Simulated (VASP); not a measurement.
# MgO (Cmcm) in VASP: notebook

MgO is run at these levels: PBE; tasks: single point.

Program: VASP 6.6.1. These are calculated values, not measurements. Logs are shortened: lines on timing, memory, paths and dates and some standing lists are left out, and cuts for length are marked.

## Step 1: The cell of the first run

Symmetry: Cmcm, No. 63, orthorhombic system. Conventional cell: a = 3.486 Å, b = 5.857 Å, c = 4.178 Å, α = 90.00°, β = 90.00°, γ = 90.00°. Mg (site symmetry m2m) has 5 O at 1.95 to 2.09 Å within 2.6 Å. Within 2.6 Å of O (site symmetry m2m) lie 5 Mg at 1.95 to 2.09 Å.

## Step 2: Single point, PBE (strain -0.0300 x Voigt [0, 1, 0, 0, 0, 0])

Input file INCAR:

```
PREC = Accurate
ENCUT = 520
EDIFF = 1E-6
ISMEAR = 0
SIGMA = 0.05
LREAL = False
LASPH = True
NELM = 60
ALGO = Normal
ISIF = 2
LWAVE = False
LCHARG = False
GGA = PE
NBANDS = 16
```

Input file KPOINTS:

```
regular mesh
0
Gamma
  6 6 6
```

Input file POSCAR:

```
MgO
1.0
    3.4863778627      0.0000000000      0.0000000000
   -1.7431889314      2.9287130424      0.0000000000
    0.0000000000      0.0000000000      4.1780412200
Mg O
2 2
Direct
    0.6666666667      0.3333333333      0.7500000000
    0.3333333333      0.6666666667      0.2500000000
    0.6666666667      0.3333333333      0.2500000000
    0.3333333333      0.6666666667      0.7500000000
```

Potentials or basis: VASP PAW PBE potentials, release 64 (Mg, O).

Run with:

```console
$ cat potpaw_PBE.64/Mg/POTCAR potpaw_PBE.64/O/POTCAR > POTCAR
$ mpirun -np 1 vasp_std > vasp.out
```

OUTCAR:

```text
PREC = Accurate
   ENCUT = 520
   EDIFF = 1E-6
   ISMEAR = 0
   LREAL = False
   LASPH = True
   NELM = 60
   ISIF = 2
   GGA = PE

 ion  position               nearest neighbor table
   1  0.667  0.333  0.750-   4 1.95   4 2.00   4 2.00   3 2.09   3 2.09   2 2.86   2 2.86   2 2.89
                             2 2.89   2 2.89   2 2.89
   2  0.333  0.667  0.250-   3 1.95   3 2.00   3 2.00   4 2.09   4 2.09   1 2.86   1 2.86   1 2.89
                             1 2.89   1 2.89   1 2.89
   3  0.667  0.333  0.250-   2 1.95   2 2.00   2 2.00   1 2.09   1 2.09
   4  0.333  0.667  0.750-   1 1.95   1 2.00   1 2.00   2 2.09   2 2.09

  Warning from LATTYP: Monoclinic adjustment (A1->A3, A2->A1, A3->A2)!
  LATTYP: Found a base centered orthorhombic cell.
 ALAT       =     3.4863778627
 B/A-ratio  =     1.6800892833
 C/A-ratio  =     1.1983902447

  Lattice vectors:

 A1 = (   1.7431889314,  -2.9287130424,   0.0000000000)
 A2 = (   1.7431889313,   2.9287130424,   0.0000000000)
 A3 = (   0.0000000000,   0.0000000000,   4.1780412200)

Analysis of symmetry for initial positions (statically):
=====================================================================
 Subroutine PRICEL returns:
 Original cell was already a primitive cell.

 Routine SETGRP: Setting up the symmetry group for a
 base centered orthorhombic supercell.

 Subroutine GETGRP returns: Found  8 space group operations
 (whereof  4 operations were pure point group operations)
 out of a pool of  8 trial point group operations.

The static configuration has the point symmetry C_2h.
 The point group associated with its full space group is D_2h.

Analysis of symmetry for dynamics (positions and initial velocities):
=====================================================================
 Subroutine PRICEL returns:
 Original cell was already a primitive cell.

 Routine SETGRP: Setting up the symmetry group for a
 base centered orthorhombic supercell.

 Subroutine GETGRP returns: Found  8 space group operations
 (whereof  4 operations were pure point group operations)
 out of a pool of  8 trial point group operations.

The dynamic configuration has the point symmetry C_2h.
 The point group associated with its full space group is D_2h.

 Subroutine INISYM returns: Found  8 space group operations
 (whereof  4 operations are pure point group operations),
 and found     1 'primitive' translations

----------------------------------------------------------------------------------------

                                     Primitive cell

  volume of cell :      42.6603

  direct lattice vectors                    reciprocal lattice vectors
     3.486377863  0.000000000  0.000000000     0.286830642  0.170723452  0.000000000
    -1.743188931  2.928713042  0.000000000     0.000000000  0.341446904  0.000000000
     0.000000000  0.000000000  4.178041220     0.000000000  0.000000000  0.239346609

  length of vectors
     3.486377863  3.408235282  4.178041220     0.333793820  0.341446904  0.239346609

  position of ions in fractional coordinates (direct lattice)
     0.666666667  0.333333333  0.750000000
     0.333333333  0.666666667  0.250000000
     0.666666667  0.333333333  0.250000000
     0.333333333  0.666666667  0.750000000

  ion indices of the primitive-cell ions
   primitive index   ion index
                 1           1
                 2           2
                 3           3
                 4           4

----------------------------------------------------------------------------------------

 KPOINTS: regular mesh

Automatic generation of k-mesh.
 Grid dimensions read from file:
 generate k-points for:    6    6    6

 Generating k-lattice:

  Cartesian coordinates                     Fractional coordinates (reciprocal lattice)
     0.047805107  0.028453909  0.000000000     0.166666667  0.000000000  0.000000000
     0.000000000  0.056907817  0.000000000     0.000000000  0.166666667  0.000000000
     0.000000000  0.000000000  0.039891102     0.000000000  0.000000000  0.166666667

  Length of vectors
     0.055632303  0.056907817  0.039891102

  Shift w.r.t. Gamma in fractional coordinates (k-lattice)
     0.000000000  0.000000000  0.000000000

 Subroutine IBZKPT returns following result:
 ===========================================

 Found     52 irreducible k-points:

 Following reciprocal coordinates:
            Coordinates               Weight
  0.000000  0.000000  0.000000      1.000000
  0.166667 -0.000000  0.000000      4.000000
  0.333333 -0.000000  0.000000      4.000000
  0.500000 -0.000000  0.000000      2.000000
  0.000000  0.166667  0.000000      2.000000
  0.166667  0.166667  0.000000      4.000000
[... 16 lines left out ...]
  0.000000  0.333333  0.166667      4.000000
  0.166667  0.333333  0.166667      8.000000
 [... further k-points ...]
   k-points           NKPTS =     52   k-points in BZ     NKDIM =     52   number of bands    NBANDS=     16
   number of dos      NEDOS =    301   number of ions     NIONS =      4
   total plane-waves  NPLWV =  25088
   dimension x,y,z NGX =    28 NGY =   28 NGZ =   32
   dimension x,y,z NGXF=    56 NGYF=   56 NGZF=   64
   ions per type =               2   2
   NGX,Y,Z   is equivalent  to a cutoff of  13.35, 13.66, 12.73 a.u.
   NGXF,Y,Z  is equivalent  to a cutoff of  26.70, 27.32, 25.47 a.u.
 SYSTEM =  unknown system
   PREC   = accura    normal or accurate (medium, high low for compatibility)
   ISTART =      0    job   : 0-new  1-cont  2-samecut
   ICHARG =      2    charge: 1-file 2-atom 10-const
   ISPIN  =      1    spin polarized calculation?
   LNONCOLLINEAR =      F non collinear calculations
   LSORBIT =      F    spin-orbit coupling
   LASPH  =      T    aspherical Exc in radial PAW
   ENCUT  =  520.0 eV  38.22 Ry    6.18 a.u.   6.48  6.34  7.77*2*pi/ulx,y,z
   NELM   =     60;   NELMIN=  2; NELMDL= -5     # of ELM steps
   EDIFF  = 0.1E-05   stopping-criterion for ELM
   LREAL  =      F    real-space projection
   EDIFFG = 0.1E-04   stopping-criterion for IOM
   NSW    =      0    number of steps for IOM
   IBRION =     -1    ionic relax: 0-MD 1-quasi-New 2-CG
   NFREE  =      0    steps in history (QN), initial steepest desc. (CG)
   ISIF   =      2    stress and relaxation
   ISYM   =      2    0-nonsym 1-usesym 2-fastsym
   POTIM  = 0.5000    time-step for ionic-motion
   TEBEG  =    0.0;   TEEND  =   0.0 temperature during run
   PSTRESS=    0.0 pullay stress
   NELECT =      16.0000    total number of electrons
   NUPDOWN=      -1.0000    fix difference up-down
   EMIN   =  10.00;   EMAX   =-10.00  energy-range for DOS
   EFERMI =   0.00;   METHOD = LEGACY
   ISMEAR =     0;   SIGMA  =   0.05  broadening in eV -4-tet -1-fermi 0-gaus
   EFERMI_NEDOS =   21; number of points for ismear=-14 and -15
   IALGO  =     38    algorithm
   IMIX   =      4    mixing-type and parameters
     AMIX     =   0.40;   BMIX     =  1.00
     AMIX_MAG =   1.60;   BMIX_MAG =  1.00
  volume/ion in A,a.u.               =      10.67        71.97
  Fermi-wavevector in a.u.,A,eV,Ry     =   1.180611  2.231031 18.964376  1.393842
  Thomas-Fermi vector in A             =   2.316900
   LORBIT       =      0    0 simple, 1 ext, 2 COOP (PROOUT), +10 PAW based schemes
   GGA     = PE    functional components
   LHFCALC =     F    Hartree Fock is set to
   AEXX    =    0.0000 exact exchange contribution
   IVDW    =     0    specifies the selected vdW correction
   LEPSILON=     F    determine dielectric tensor
   LRPA    =     F    only Hartree local field effects (RPA)
 non-spin polarized calculation
 Gauss-broadening in eV      SIGMA  =   0.05
  energy-cutoff  :      520.00
  volume of cell :       42.66
 maximum number of plane-waves:      1164
 NGX is ok and might be reduce to    28
   NGX = 13   NGY = 13   NGZ = 15

 number of electron      16.0000003 magnetization

 Free energy of the ion-electron system (eV)
  ---------------------------------------------------
  ext. energy  EPLUGINS =         0.00000000
  ---------------------------------------------------
  free energy    TOTEN  =       -23.59018032 eV

  energy without entropy =      -23.59018032  energy(sigma->0) =      -23.59018032

 E-fermi :   2.5022     XC(G=0): -10.2146

 val. band max:        2.2364285796   @ k =   0.0000   0.0000   0.0000
 cond. band min:       5.8138392406   @ k =   0.0000   0.0000   0.0000
 fundamental gap:      3.5774106610
 Fermi energy:         2.5021650350

 k-point     1 :       0.0000    0.0000    0.0000
  band No.  band energies     occupation
      1     -14.8570      2.00000
      2     -13.4027      2.00000
      3      -1.5693      2.00000
      4       0.4095      2.00000
      5       0.4821      2.00000
      6       1.3189      2.00000
[... 8 lines left out ...]
     15      18.0169      0.00000
     16      18.2087      0.00000

 k-point     2 :       0.1667   -0.0000    0.0000
  band No.  band energies     occupation
      1     -14.7171      2.00000
      2     -13.4245      2.00000
      3      -1.3493      2.00000
      4      -0.0522      2.00000
      5       0.2789      2.00000
      6       0.8159      2.00000
[... 8 lines left out ...]
     15      17.1003      0.00000
     16      17.2217      0.00000

 k-point     3 :       0.3333   -0.0000    0.0000
  band No.  band energies     occupation
      1     -14.3775      2.00000
      2     -13.5218      2.00000
      3      -1.0455      2.00000
      4      -0.7653      2.00000
      5       0.0002      2.00000
      6       0.3213      2.00000
[... 8 lines left out ...]
     15      16.8267      0.00000
     16      17.0731      0.00000
[... 362 lines left out ...]
 k-point    23 :       0.0000    0.3333    0.1667
  band No.  band energies     occupation
      1     -14.2821      2.00000
      2     -13.5643      2.00000
      3      -1.3361      2.00000
      4      -0.5463      2.00000
      5      -0.0424      2.00000
      6       0.2566      2.00000
[... 8 lines left out ...]
     15      16.5912      0.00000
     16      16.9485      0.00000

 k-point    24 :       0.1667    0.3333    0.1667
  band No.  band energies     occupation
      1     -14.0532      2.00000
      2     -13.6603      2.00000
      3      -1.4127      2.00000
      4      -0.7993      2.00000
      5      -0.2249      2.00000
      6       0.4630      2.00000
[... 8 lines left out ...]
     15      16.6863      0.00000
     16      17.8495      0.00000

 [... further k-points ...]

------------------------ aborting loop because EDIFF is reached ----------------------------------------

  FORCE on cell =-STRESS in cart. coord.  units (eV):
  Direction    XX          YY          ZZ          XY          YZ          ZX
  --------------------------------------------------------------------------------------
  -------------------------------------------------------------------------------------
  Total        1.6559590      3.3403546      1.9171182     -0.0000000      0.0000000      0.0000000
  in kB       62.1922364    125.4524540     72.0004928     -0.0000000      0.0000000      0.0000000
  external PRESSURE =      86.5483944 kB  Pullay stress =       0.0000000 kB

 VOLUME and BASIS-vectors are now :
 -----------------------------------------------------------------------------
  energy-cutoff  :      520.00
  volume of cell :       42.66
      direct lattice vectors                 reciprocal lattice vectors
     3.486377863  0.000000000  0.000000000     0.286830642  0.170723452  0.000000000
    -1.743188931  2.928713042  0.000000000     0.000000000  0.341446904  0.000000000
     0.000000000  0.000000000  4.178041220     0.000000000  0.000000000  0.239346609

 POSITION                                       TOTAL-FORCE (eV/Angst)
 -----------------------------------------------------------------------------------
      1.74319      0.97624      3.13353        -0.000000      0.317415      0.000000
     -0.00000      1.95248      1.04451         0.000000     -0.317415      0.000000
      1.74319      0.97624      1.04451        -0.000000      0.352154     -0.000000
     -0.00000      1.95248      3.13353         0.000000     -0.352154      0.000000
 -----------------------------------------------------------------------------------
    total drift:                               -0.000000      0.000000     -0.000000

  FREE ENERGIE OF THE ION-ELECTRON SYSTEM (eV)
  ---------------------------------------------------
  free  energy   TOTEN  =       -23.5901803203 eV

  energy  without entropy=      -23.5901803203  energy(sigma->0) =      -23.59018032
```

It took 47 s on 1 thread of Intel Xeon 8259CL, shared host; peak memory 0.18 GiB.

What came out:

| Item | Value |
| --- | --- |
| Free energy | -23.5902 eV |
| Pressure | 8.7 GPa |
| Largest force | 0.352 eV/Å |
| Band gap on the k mesh | 3.58 eV |

Forces in eV/Å, atoms in the order of the input:
```
Mg   0.000  0.317  0.000
Mg   0.000 -0.317  0.000
O    0.000  0.352  0.000
O    0.000 -0.352  0.000
```

Stress tensor (GPa, compression positive):
```
 6.22  0.00  0.00
 0.00 12.55  0.00
 0.00  0.00  7.20
```

Levels at points of the mesh, in eV from the valence-band top:
```
           k point  band 6  band 7  band 8  band 9  band 10  band 11
(0.00, 0.00, 0.00)   -0.92   -0.84    0.00    3.58     9.66    12.35
(0.50, 0.00, 0.00)   -2.08   -1.33   -0.58    7.14     9.37     9.82
(0.00, 0.50, 0.00)   -2.07   -1.40   -0.63    7.03     9.32     9.85
(0.00, 0.00, 0.50)   -1.39   -1.32   -1.32    6.61     6.61    12.96
(0.50, 0.00, 0.50)   -1.57   -0.89   -0.89    7.43     7.43    12.24
(0.00, 0.50, 0.50)   -1.68   -0.89   -0.89    7.37     7.37    12.37
```

Caveat: the cell differs from its parent crystal (strain -0.0300 x Voigt [0, 1, 0, 0, 0, 0]); the cell stands under pressure.

## Step 3: Single point, PBE (strain -0.0150 x Voigt [0, 1, 0, 0, 0, 0])

Input file INCAR:

```
SYSTEM = MgO
  PREC = Accurate
  ENCUT = 520
  EDIFF = 1E-7
  ISMEAR = 0
  SIGMA = 0.05
  LREAL = .False.
  LASPH = .True.
  NELM = 60
  ALGO = Normal
  ISIF = 2
  LWAVE = .False.
  LCHARG = .False.
  GGA = PE
  NBANDS = 16
```

Input file KPOINTS:

```
Automatic mesh
0
Gamma
  6 6 6
  0 0 0
```

POSCAR, as its differences from that of step 2:

```diff
@@ -3,3 +3,3 @@
     3.4863778627      0.0000000000      0.0000000000
-   -1.7431889314      2.9287130424      0.0000000000
+   -1.7431889314      2.9740024193      0.0000000000
     0.0000000000      0.0000000000      4.1780412200
```

Potentials or basis: VASP PAW PBE potentials, release 64 (Mg, O).

Run with:

```console
$ cat potpaw_PBE.64/Mg/POTCAR potpaw_PBE.64/O/POTCAR > POTCAR
$ mpirun -np 1 vasp_std > vasp.out
```

It took 50 s on 1 thread of Intel Xeon 8259CL, shared host; peak memory 0.18 GiB.

Results (log left out):

```yaml
Free_energy: -23.6328 eV
Pressure: 6.3 GPa
Largest_force: 0.157 eV/Å
Band_gap_on_the_k_mesh: 3.51 eV
```

Forces in eV/Å, atoms in the order of the input:
```
Mg   0.000  0.140  0.000
Mg   0.000 -0.140  0.000
O    0.000  0.157  0.000
O    0.000 -0.157  0.000
```

Stress tensor (GPa, compression positive):
```
4.95 0.00 0.00
0.00 7.86 0.00
0.00 0.00 5.94
```

Levels at points of the mesh, in eV from the valence-band top:
| k point | band 4 | band 5 | band 6 | band 7 | band 8 | band 9 | band 10 | band 11 | band 12 | band 13 |
| --- | --- | --- | --- | --- | --- | --- | --- | --- | --- | --- |
| (0.00, 0.00, 0.00) | -1.78 | -1.75 | -0.86 | -0.82 | 0.00 | 3.51 | 9.57 | 12.31 | 12.56 | 12.82 |
| (0.50, 0.00, 0.00) | -2.44 | -2.35 | -2.02 | -1.32 | -0.55 | 7.07 | 9.23 | 9.85 | 12.28 | 13.11 |
| (0.00, 0.50, 0.00) | -2.43 | -2.38 | -2.02 | -1.35 | -0.58 | 7.02 | 9.21 | 9.86 | 12.31 | 12.89 |
| (0.00, 0.00, 0.50) | -2.46 | -1.34 | -1.34 | -1.31 | -1.31 | 6.54 | 6.54 | 12.93 | 12.93 | 13.17 |
| (0.50, 0.00, 0.50) | -3.95 | -1.55 | -1.55 | -0.85 | -0.85 | 7.38 | 7.38 | 12.11 | 12.11 | 14.30 |
| (0.00, 0.50, 0.50) | -3.93 | -1.61 | -1.61 | -0.85 | -0.85 | 7.35 | 7.35 | 12.17 | 12.17 | 14.13 |

Caveat: the cell differs from its parent crystal (strain -0.0150 x Voigt [0, 1, 0, 0, 0, 0]); the cell stands under pressure.

[end of part 1 of 2]
